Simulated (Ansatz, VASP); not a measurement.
BN in VASP and in Ansatz

INCAR

```
  PREC = Accurate
  ENCUT = 600
  EDIFF = 1E-6
  ISMEAR = 0
  SIGMA = 0.05
  LREAL = False
  LASPH = True
  NELM = 120
  ALGO = Normal
  ISIF = 2
  LWAVE = False
  LCHARG = True
  GGA = PS
  IVDW = 12
  LELF = True
  LVHAR = True
  NBANDS = 11
  GGA_COMPAT = False
```

The input KPOINTS:

```
regular mesh
0
Gamma
  12 12 12
```

Contents of POSCAR:

```
BN
1.0
    0.0000000000      1.7964086869      1.7964086869
    1.7964086869      0.0000000000      1.7964086869
    1.7964086869      1.7964086869      0.0000000000
B N
1 1
Direct
    0.0000000000      0.0000000000      0.0000000000
    0.7500000000      0.7500000000      0.7500000000
```

Input for Ansatz:

```yaml
crystal:
  lattice:
    - [0.0, 1.7964086869, 1.7964086869]
    - [1.7964086869, 0.0, 1.7964086869]
    - [1.7964086869, 1.7964086869, 0.0]
  atoms:
    - { symbol: B, position: [0.0, 0.0, 0.0] }
    - { symbol: "N", position: [0.75, 0.75, 0.75] }
basis:
  ecutwfc: 420
  ecutrho_ratio: 4
kpoints:
  mp_grid: { grid: [12, 12, 12] }
hamiltonian:
  xc: pbesol
  dispersion: d3bj
scf:
  occupations: { method: gaussian, width: 0.05 }
output:
  forces: true
  stress: true
  eigenvalues: true
```

Alike in both runs: task single point; functional PBEsol; dispersion D3(BJ); k mesh 12 × 12 × 12; occupations gaussian, width 0.05 eV; no spin polarisation.

|  | VASP | Ansatz |
| --- | --- | --- |
| version | VASP 6.6.1 | Ansatz 0.2.0 |
| potentials or method | VASP PAW PBE potentials, release 64 (B, N), cutoff 600 eV | scalar-relativistic, plane waves, PAW |
| valence electrons in the cell | 8 | 8 |

|  | VASP | Ansatz | Ansatz less VASP |
| --- | --- | --- | --- |
| gap on the k mesh at the Fermi level (eV) | 4.30 | 4.31 | +0.014 |
| least direct gap on the mesh (eV) | 8.85 | 8.86 | +0.009 |
| pressure (GPa) | 0.5 | 0.1 | -0.38 |

VASP's potentials were made for PBE, not for PBEsol.
